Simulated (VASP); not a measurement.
# SnO2 (Fm-3m) in VASP: settings compared

Aim: see how the results for SnO2 move with the level of theory and the settings. Levels: PBE, PBE-based screened hybrid. Tasks: single point.

Program: VASP 6.6.1. These are calculated values, not measurements. Logs are shortened: lines on timing, memory, paths and dates and some standing lists are left out, and cuts for length are marked.

## 1. The cell of the first run

The structure is cubic, space group Fm-3m (No. 225). Conventional cell: a = 5.067 Å, b = 5.067 Å, c = 5.067 Å, α = 90.00°, β = 90.00°, γ = 90.00°. Within 2.9 Å of Sn (site symmetry m-3m) lie 8 O at 2.19 Å. Within 2.9 Å of O (site symmetry -43m) lie 4 Sn at 2.19 Å and 6 O at 2.53 Å.

## 2. Single point, PBE

INCAR reads:

```
  ALGO = Normal
  EDIFF = 1E-6
  ENCUT = 520
  GGA = PE
  ISIF = 2
  ISMEAR = 0
  LASPH = True
  LCHARG = False
  LREAL = False
  LWAVE = False
  NBANDS = 20
  NELM = 100
  PREC = Accurate
  SIGMA = 0.01
```

KPOINTS reads:

```
k-points
0
Gamma
  4 4 4
```

POSCAR reads:

```
SnO2
1.0
    0.0000000000      2.5334669704      2.5334669704
    2.5334669704      0.0000000000      2.5334669704
    2.5334669704      2.5334669704      0.0000000000
Sn O
1 2
Direct
    0.0000000000      0.0000000000      0.0000000000
    0.2500000000      0.2500000000      0.2500000000
    0.7500000000      0.7500000000      0.7500000000
```

Potentials or basis: VASP PAW PBE potentials, release 64 (Sn_d, O).

The run is started by

```bash
> cat potpaw_PBE.64/Sn_d/POTCAR potpaw_PBE.64/O/POTCAR > POTCAR
> mpirun -np 1 vasp_std > vasp.out
```

OUTCAR:

```text
EDIFF = 1E-6
   ENCUT = 520
   GGA = PE
   ISIF = 2
   ISMEAR = 0
   LASPH = True
   LREAL = False
   NELM = 100
   PREC = Accurate

 ion  position               nearest neighbor table
   1  0.000  0.000  0.000-   3 2.19   3 2.19   3 2.19   2 2.19   3 2.19   2 2.19   2 2.19   2 2.19

   2  0.250  0.250  0.250-   1 2.19   1 2.19   1 2.19   1 2.19
   3  0.750  0.750  0.750-   1 2.19   1 2.19   1 2.19   1 2.19

  LATTYP: Found a face centered cubic cell.
 ALAT       =     5.0669339408

  Lattice vectors:

 A1 = (   0.0000000000,   2.5334669704,   2.5334669704)
 A2 = (   2.5334669704,   0.0000000000,   2.5334669704)
 A3 = (   2.5334669704,   2.5334669704,   0.0000000000)

Analysis of symmetry for initial positions (statically):
=====================================================================
 Subroutine PRICEL returns:
 Original cell was already a primitive cell.

 Routine SETGRP: Setting up the symmetry group for a
 face centered cubic supercell.

 Subroutine GETGRP returns: Found 48 space group operations
 (whereof 48 operations were pure point group operations)
 out of a pool of 48 trial point group operations.

The static configuration has the point symmetry O_h .

Analysis of symmetry for dynamics (positions and initial velocities):
=====================================================================
 Subroutine PRICEL returns:
 Original cell was already a primitive cell.

 Routine SETGRP: Setting up the symmetry group for a
 face centered cubic supercell.

 Subroutine GETGRP returns: Found 48 space group operations
 (whereof 48 operations were pure point group operations)
 out of a pool of 48 trial point group operations.

The dynamic configuration has the point symmetry O_h .

 Subroutine INISYM returns: Found 48 space group operations
 (whereof 48 operations are pure point group operations),
 and found     1 'primitive' translations

----------------------------------------------------------------------------------------

                                     Primitive cell

  volume of cell :      32.5219

  direct lattice vectors                    reciprocal lattice vectors
[... 64 lines left out ...]
   ISTART =      0    job   : 0-new  1-cont  2-samecut
   ICHARG =      2    charge: 1-file 2-atom 10-const
   ISPIN  =      1    spin polarized calculation?
   LNONCOLLINEAR =      F non collinear calculations
   LSORBIT =      F    spin-orbit coupling
   LASPH  =      T    aspherical Exc in radial PAW
   ENCUT  =  520.0 eV  38.22 Ry    6.18 a.u.   6.66  6.66  6.66*2*pi/ulx,y,z
   NELM   =    100;   NELMIN=  2; NELMDL= -5     # of ELM steps
   EDIFF  = 0.1E-05   stopping-criterion for ELM
   LREAL  =      F    real-space projection
   EDIFFG = 0.1E-04   stopping-criterion for IOM
   NSW    =      0    number of steps for IOM
   IBRION =     -1    ionic relax: 0-MD 1-quasi-New 2-CG
   NFREE  =      0    steps in history (QN), initial steepest desc. (CG)
   ISIF   =      2    stress and relaxation
   ISYM   =      2    0-nonsym 1-usesym 2-fastsym
   POTIM  = 0.5000    time-step for ionic-motion
   TEBEG  =    0.0;   TEEND  =   0.0 temperature during run
   PSTRESS=    0.0 pullay stress
   NELECT =      26.0000    total number of electrons
   NUPDOWN=      -1.0000    fix difference up-down
   EMIN   =  10.00;   EMAX   =-10.00  energy-range for DOS
   EFERMI =   0.00;   METHOD = LEGACY
   ISMEAR =     0;   SIGMA  =   0.01  broadening in eV -4-tet -1-fermi 0-gaus
   EFERMI_NEDOS =   21; number of points for ismear=-14 and -15
   IALGO  =     38    algorithm
   IMIX   =      4    mixing-type and parameters
     AMIX     =   0.40;   BMIX     =  1.00
     AMIX_MAG =   1.60;   BMIX_MAG =  1.00
  volume/ion in A,a.u.               =      10.84        73.16
  Fermi-wavevector in a.u.,A,eV,Ry     =   1.519407  2.871262 31.410365  2.308597
  Thomas-Fermi vector in A             =   2.628397
   LORBIT       =      0    0 simple, 1 ext, 2 COOP (PROOUT), +10 PAW based schemes
   GGA     = PE    functional components
   LHFCALC =     F    Hartree Fock is set to
   AEXX    =    0.0000 exact exchange contribution
   IVDW    =     0    specifies the selected vdW correction
   LEPSILON=     F    determine dielectric tensor
   LRPA    =     F    only Hartree local field effects (RPA)
 non-spin polarized calculation
 Gauss-broadening in eV      SIGMA  =   0.01
  energy-cutoff  :      520.00
  volume of cell :       32.52
 maximum number of plane-waves:       893
 NGX is ok and might be reduce to    28
   NGX = 13   NGY = 13   NGZ = 13

 number of electron      25.9999988 magnetization

 Free energy of the ion-electron system (eV)
  ---------------------------------------------------
  ext. energy  EPLUGINS =         0.00000000
  ---------------------------------------------------
  free energy    TOTEN  =       -17.85391323 eV

  energy without entropy =      -17.85391323  energy(sigma->0) =      -17.85391323

 E-fermi :   8.1161     XC(G=0): -11.9220

 val. band max:        8.0473753272   @ k =  -0.2500   0.5000   0.2500
 cond. band min:       8.3189939777   @ k =   0.0000   0.0000   0.0000
 fundamental gap:      0.2716186504
 Fermi energy:         8.1160688599

 k-point     1 :       0.0000    0.0000    0.0000
  band No.  band energies     occupation
      1     -12.5351      2.00000
      2     -12.5351      2.00000
      3     -12.5351      2.00000
      4     -12.3776      2.00000
      5     -12.3776      2.00000
      6     -11.6902      2.00000
[... 173 lines left out ...]
     19      24.9568      0.00000
     20      26.7487      0.00000

------------------------ aborting loop because EDIFF is reached ----------------------------------------

  FORCE on cell =-STRESS in cart. coord.  units (eV):
  Direction    XX          YY          ZZ          XY          YZ          ZX
  --------------------------------------------------------------------------------------
  -------------------------------------------------------------------------------------
  Total        1.9658164      1.9658164      1.9658164      0.0000000     -0.0000000      0.0000000
  in kB       96.8451331     96.8451331     96.8451331      0.0000000     -0.0000000      0.0000000
  external PRESSURE =      96.8451331 kB  Pullay stress =       0.0000000 kB

 VOLUME and BASIS-vectors are now :
 -----------------------------------------------------------------------------
  energy-cutoff  :      520.00
  volume of cell :       32.52
      direct lattice vectors                 reciprocal lattice vectors
     0.000000000  2.533466970  2.533466970    -0.197358010  0.197358010  0.197358010
     2.533466970  0.000000000  2.533466970     0.197358010 -0.197358010  0.197358010
     2.533466970  2.533466970  0.000000000     0.197358010  0.197358010 -0.197358010

 POSITION                                       TOTAL-FORCE (eV/Angst)
 -----------------------------------------------------------------------------------
      0.00000      0.00000      0.00000        -0.000000     -0.000000     -0.000000
      1.26673      1.26673      1.26673        -0.000000     -0.000000      0.000000
      3.80020      3.80020      3.80020         0.000000      0.000000     -0.000000
 -----------------------------------------------------------------------------------
    total drift:                                0.000000      0.000000      0.000000

  FREE ENERGIE OF THE ION-ELECTRON SYSTEM (eV)
  ---------------------------------------------------
  free  energy   TOTEN  =       -17.8539132319 eV

  energy  without entropy=      -17.8539132319  energy(sigma->0) =      -17.85391323
```

stdout:

```text
POSCAR found type information on POSCAR SnO
 POSCAR found :  2 types and       3 ions
 scaLAPACK will be used
 LDA part: xc-table for (Slater+PW92), standard interpolation
 POSCAR, INCAR and KPOINTS ok, starting setup
 FFT: planning ... GRIDC
 FFT: planning ... GRID_SOFT
 FFT: planning ... GRID
 WAVECAR not read
 entering main loop
```

Run time: 7 s. Hardware: 1 thread of AMD EPYC 7R13 (Zen 3), shared host; peak memory 0.12 GiB.

What came out:

```yaml
Free_energy: -17.8539 eV
Pressure: 9.7 GPa
Band_gap_on_the_k_mesh: 0.27 eV, indirect (least direct gap 1.67 eV)
```

Levels at points of the mesh, in eV from the valence-band top:
```tsv
k point	band 11	band 12	band 13	band 14	band 15	band 16
(0.00, 0.00, 0.00)	-1.40	-1.40	-1.40	0.27	7.12	7.12
(0.50, 0.00, 0.00)	-3.43	-2.14	-2.14	4.91	8.05	10.45
(0.50, 0.50, 0.00)	-0.20	-0.20	-0.12	3.29	7.26	9.95
```

Caveat: the k points lie up to 0.54 Å⁻¹ apart; spin-orbit coupling is left out, which moves the levels of the heavy elements.

## 3. Single point, PBE-based screened hybrid

POSCAR is that of step 2.

INCAR.step1 reads:

```
SYSTEM = SnO2
  PREC = Accurate
  ENCUT = 520
  EDIFF = 1E-5
  ISMEAR = 0
  SIGMA = 0.01
  LREAL = .False.
  LASPH = .True.
  NELM = 100
  ALGO = Normal
  ISIF = 2
  LWAVE = .True.
  LCHARG = .False.
  GGA = PE
  NBANDS = 20
```

INCAR.step2 reads:

```
SYSTEM = SnO2
  PREC = Accurate
  ENCUT = 520
  EDIFF = 1E-7
  ISMEAR = 0
  SIGMA = 0.01
  LREAL = .False.
  LASPH = .True.
  NELM = 100
  ALGO = Normal
  ISIF = 2
  LWAVE = .False.
  LCHARG = .False.
  GGA = PE
  LHFCALC = .True.
  AEXX = 0.1
  HFSCREEN = 0.3
  PRECFOCK = Normal
  ISTART = 1
  NBANDS = 20
```

KPOINTS reads:

```
Automatic mesh
0
Gamma
  4 4 4
  0 0 0
```

Potentials or basis: VASP PAW PBE potentials, release 64 (Sn_d, O).

The run is started by

```bash
> cat potpaw_PBE.64/Sn_d/POTCAR potpaw_PBE.64/O/POTCAR > POTCAR
> cp INCAR.step1 INCAR
> mpirun -np 1 vasp_std > vasp.out
> cp INCAR.step2 INCAR
> mpirun -np 1 vasp_std > vasp.out
```

OUTCAR:

```text
SYSTEM = SnO2
   PREC = Accurate
   ENCUT = 520
   EDIFF = 1E-7
   ISMEAR = 0
   LREAL = .False.
   LASPH = .True.
   NELM = 100
   ISIF = 2
   GGA = PE
   LHFCALC = .True.
   AEXX = 0.1
   HFSCREEN = 0.3
   PRECFOCK = Normal
   ISTART = 1

 ion  position               nearest neighbor table
   1  0.000  0.000  0.000-   3 2.19   3 2.19   3 2.19   2 2.19   3 2.19   2 2.19   2 2.19   2 2.19

   2  0.250  0.250  0.250-   1 2.19   1 2.19   1 2.19   1 2.19
   3  0.750  0.750  0.750-   1 2.19   1 2.19   1 2.19   1 2.19

  LATTYP: Found a face centered cubic cell.
 ALAT       =     5.0669339408

  Lattice vectors:

 A1 = (   0.0000000000,   2.5334669704,   2.5334669704)
 A2 = (   2.5334669704,   0.0000000000,   2.5334669704)
 A3 = (   2.5334669704,   2.5334669704,   0.0000000000)

Analysis of symmetry for initial positions (statically):
=====================================================================
 Subroutine PRICEL returns:
 Original cell was already a primitive cell.

 Routine SETGRP: Setting up the symmetry group for a
 face centered cubic supercell.

 Subroutine GETGRP returns: Found 48 space group operations
 (whereof 48 operations were pure point group operations)
 out of a pool of 48 trial point group operations.

The static configuration has the point symmetry O_h .

Analysis of symmetry for dynamics (positions and initial velocities):
=====================================================================
 Subroutine PRICEL returns:
 Original cell was already a primitive cell.

 Routine SETGRP: Setting up the symmetry group for a
 face centered cubic supercell.

 Subroutine GETGRP returns: Found 48 space group operations
 (whereof 48 operations were pure point group operations)
 out of a pool of 48 trial point group operations.

The dynamic configuration has the point symmetry O_h .

 Subroutine INISYM returns: Found 48 space group operations
 (whereof 48 operations are pure point group operations),
 and found     1 'primitive' translations

----------------------------------------------------------------------------------------

                                     Primitive cell

  volume of cell :      32.5219

  direct lattice vectors                    reciprocal lattice vectors
     0.000000000  2.533466970  2.533466970    -0.197358010  0.197358010  0.197358010
     2.533466970  0.000000000  2.533466970     0.197358010 -0.197358010  0.197358010
     2.533466970  2.533466970  0.000000000     0.197358010  0.197358010 -0.197358010

  length of vectors
     3.582863349  3.582863349  3.582863349     0.341834101  0.341834101  0.341834101

  position of ions in fractional coordinates (direct lattice)
     0.000000000  0.000000000  0.000000000
     0.250000000  0.250000000  0.250000000
     0.750000000  0.750000000  0.750000000

  ion indices of the primitive-cell ions
   primitive index   ion index
                 1           1
                 2           2
                 3           3

[... 28 lines left out ...]
  0.000000  0.000000  0.000000      1.000000
  0.250000  0.000000  0.000000      8.000000
  0.500000  0.000000  0.000000      4.000000
  0.250000  0.250000  0.000000      6.000000
  0.500000  0.250000  0.000000     24.000000
 -0.250000  0.250000  0.000000     12.000000
  0.500000  0.500000  0.000000      3.000000
 -0.250000  0.500000  0.250000      6.000000
   k-points           NKPTS =      8   k-points in BZ     NKDIM =     64   number of bands    NBANDS=     20
   number of dos      NEDOS =    301   number of ions     NIONS =      3
   total plane-waves  NPLWV =  21952
   dimension x,y,z NGX =    28 NGY =   28 NGZ =   28
   dimension x,y,z NGXF=    56 NGYF=   56 NGZF=   56
   ions per type =               1   2
   NGX,Y,Z   is equivalent  to a cutoff of  12.99, 12.99, 12.99 a.u.
   NGXF,Y,Z  is equivalent  to a cutoff of  25.98, 25.98, 25.98 a.u.
 SYSTEM =  SnO2
   PREC   = accura    normal or accurate (medium, high low for compatibility)
   ISTART =      1    job   : 0-new  1-cont  2-samecut
   ICHARG =      0    charge: 1-file 2-atom 10-const
   ISPIN  =      1    spin polarized calculation?
   LNONCOLLINEAR =      F non collinear calculations
   LSORBIT =      F    spin-orbit coupling
   LASPH  =      T    aspherical Exc in radial PAW
   ENCUT  =  520.0 eV  38.22 Ry    6.18 a.u.   6.66  6.66  6.66*2*pi/ulx,y,z
   NELM   =    100;   NELMIN=  2; NELMDL=  0     # of ELM steps
   EDIFF  = 0.1E-06   stopping-criterion for ELM
   LREAL  =      F    real-space projection
   EDIFFG = 0.1E-05   stopping-criterion for IOM
   NSW    =      0    number of steps for IOM
   IBRION =     -1    ionic relax: 0-MD 1-quasi-New 2-CG
   NFREE  =      0    steps in history (QN), initial steepest desc. (CG)
   ISIF   =      2    stress and relaxation
   ISYM   =      3    0-nonsym 1-usesym 2-fastsym
   POTIM  = 0.5000    time-step for ionic-motion
   TEBEG  =    0.0;   TEEND  =   0.0 temperature during run
   PSTRESS=    0.0 pullay stress
   NELECT =      26.0000    total number of electrons
   NUPDOWN=      -1.0000    fix difference up-down
   EMIN   =  10.00;   EMAX   =-10.00  energy-range for DOS
   EFERMI =   0.00;   METHOD = LEGACY
   ISMEAR =     0;   SIGMA  =   0.01  broadening in eV -4-tet -1-fermi 0-gaus
   EFERMI_NEDOS =   21; number of points for ismear=-14 and -15
   IALGO  =     38    algorithm
   IMIX   =      1    mixing-type and parameters
     AMIX     =   0.40;   BMIX     =  1.00
     AMIX_MAG =   1.60;   BMIX_MAG =  1.00
  volume/ion in A,a.u.               =      10.84        73.16
  Fermi-wavevector in a.u.,A,eV,Ry     =   1.519407  2.871262 31.410365  2.308597
  Thomas-Fermi vector in A             =   2.628397
   LORBIT       =      0    0 simple, 1 ext, 2 COOP (PROOUT), +10 PAW based schemes
   GGA     = PE    functional components
   LHFCALC =     T    Hartree Fock is set to
   PRECFOCK=normal    Normal, Fast or Accurate (Low or Medium for compatibility)
   ENCUT4O =  -1.0   cutoff for four orbital integrals eV
   NKREDX  =     1    reduce k-point grid by
   NKREDY  =     1    reduce k-point grid by
   NKREDZ  =     1    reduce k-point grid by
   AEXX    =    0.1000 exact exchange contribution
   HFSCREEN=    0.3000 screening length (either q_TF or 0.3 A-1)
   HFSCREENC=   0.3000 screening length for correlation (either q_TF or 0.3 A-1)
   ENCUTFOCK=  -1.0 apply spherical cutoff to Coloumb kernel
   IVDW    =     0    specifies the selected vdW correction
   LEPSILON=     F    determine dielectric tensor
   LRPA    =     F    only Hartree local field effects (RPA)
 non-spin polarized calculation
 Gauss-broadening in eV      SIGMA  =   0.01
  energy-cutoff  :      520.00
  volume of cell :       32.52
 maximum number of plane-waves:       893
 NGX is ok and might be reduce to    28
  NGX = 20; NGY = 20; NGZ = 20

 number of electron      25.9999988 magnetization

 Free energy of the ion-electron system (eV)
  ---------------------------------------------------
  ext. energy  EPLUGINS =         0.00000000
  ---------------------------------------------------
  free energy    TOTEN  =       -19.54094075 eV

  energy without entropy =      -19.54094075  energy(sigma->0) =      -19.54094075

 E-fermi :   7.7778     XC(G=0): -11.1126

 val. band max:        7.6825508669   @ k =  -0.2500   0.5000   0.2500
 cond. band min:       8.4069839528   @ k =   0.0000   0.0000   0.0000
 fundamental gap:      0.7244330859
 Fermi energy:         7.7778200269

 k-point     1 :       0.0000    0.0000    0.0000
  band No.  band energies     occupation
      1     -13.5164      2.00000
      2     -13.5164      2.00000
      3     -13.5164      2.00000
      4     -13.3414      2.00000
      5     -13.3414      2.00000
      6     -12.7306      2.00000
[... 173 lines left out ...]
     19      25.2667      0.00000
     20      27.0894      0.00000

------------------------ aborting loop because EDIFF is reached ----------------------------------------

  FORCE on cell =-STRESS in cart. coord.  units (eV):
  Direction    XX          YY          ZZ          XY          YZ          ZX
  --------------------------------------------------------------------------------------
  -------------------------------------------------------------------------------------
  Total        1.0387234      1.0387234      1.0387234     -0.0000000     -0.0000000     -0.0000000
  in kB       51.1722798     51.1722798     51.1722798     -0.0000000     -0.0000000     -0.0000000
  external PRESSURE =      51.1722798 kB  Pullay stress =       0.0000000 kB

 VOLUME and BASIS-vectors are now :
 -----------------------------------------------------------------------------
  energy-cutoff  :      520.00
  volume of cell :       32.52
      direct lattice vectors                 reciprocal lattice vectors
     0.000000000  2.533466970  2.533466970    -0.197358010  0.197358010  0.197358010
     2.533466970  0.000000000  2.533466970     0.197358010 -0.197358010  0.197358010
     2.533466970  2.533466970  0.000000000     0.197358010  0.197358010 -0.197358010

 POSITION                                       TOTAL-FORCE (eV/Angst)
 -----------------------------------------------------------------------------------
      0.00000      0.00000      0.00000        -0.000000     -0.000000     -0.000000
      1.26673      1.26673      1.26673         0.000000      0.000000      0.000000
      3.80020      3.80020      3.80020        -0.000000     -0.000000     -0.000000
 -----------------------------------------------------------------------------------
    total drift:                               -0.000000     -0.000001     -0.000001

  FREE ENERGIE OF THE ION-ELECTRON SYSTEM (eV)
  ---------------------------------------------------
  free  energy   TOTEN  =       -19.5409407453 eV

  energy  without entropy=      -19.5409407453  energy(sigma->0) =      -19.54094075
```

It took 8.7 min on 1 thread of AMD EPYC 7R13 (Zen 3), shared host; peak memory 0.23 GiB.

What came out:

| Property | Result |
| --- | --- |
| Free energy | -19.5409 eV |
| Pressure | 5.1 GPa |
| Band gap on the k mesh | 0.72 eV, indirect (least direct gap 2.16 eV) |

Caveat: the k points lie up to 0.54 Å⁻¹ apart; the PAW data sets were made with another functional, which shifts forces and pressure a little; spin-orbit coupling is left out, which moves the levels of the heavy elements. A k mesh can miss the band edges.

(Part 1 of 2 ends here.)
